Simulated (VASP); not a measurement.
Input of a VASP 6.6.1 run:

INCAR

```
PREC = Accurate ; ENCUT = 520
EDIFF = 1E-6 ; ISMEAR = 1
SIGMA = 0.27211386245988 ; LREAL = F
LASPH = T ; NELM = 80
ALGO = Normal ; ISIF = 2
LWAVE = F ; LCHARG = F
GGA = PS ; NBANDS = 16
```

Contents of KPOINTS:

```
regular mesh
0
Gamma
  3 3 4
```

POSCAR

```
HfMg3
1.0
   -2.2263530000      2.2263530000      4.4846200000
    2.2263530000     -2.2263530000      4.4846200000
    2.2263530000      2.2263530000     -4.4846200000
Mg Hf
3 1
Direct
    0.5000000000      0.5000000000      0.0000000000
    0.2500000000      0.7500000000      0.5000000000
    0.7500000000      0.2500000000      0.5000000000
    0.0000000000      0.0000000000      0.0000000000
```

Potentials or basis: VASP PAW PBE potentials, release 64 (Mg, Hf_pv).

Run with:

```sh
$ cat potpaw_PBE.64/Mg/POTCAR potpaw_PBE.64/Hf_pv/POTCAR > POTCAR
$ mpirun -np 1 vasp_std > vasp.out
```

Task: Predict the band gap on the k mesh.

Result: Zero (band 8 reaches 3.60 eV, above the bottom of band 9 at 2.10 eV).

Task: Predict the pressure.

Result: -1.6 GPa.

Stress tensor (GPa, compression positive):
```
-0.94  0.00  0.00
 0.00 -0.94  0.00
 0.00  0.00 -2.85
```

Caveat: the k points lie up to 0.53 Å⁻¹ apart; the PAW data sets were made with another functional, which shifts forces and pressure a little; spin-orbit coupling is left out, which moves the levels of the heavy elements.
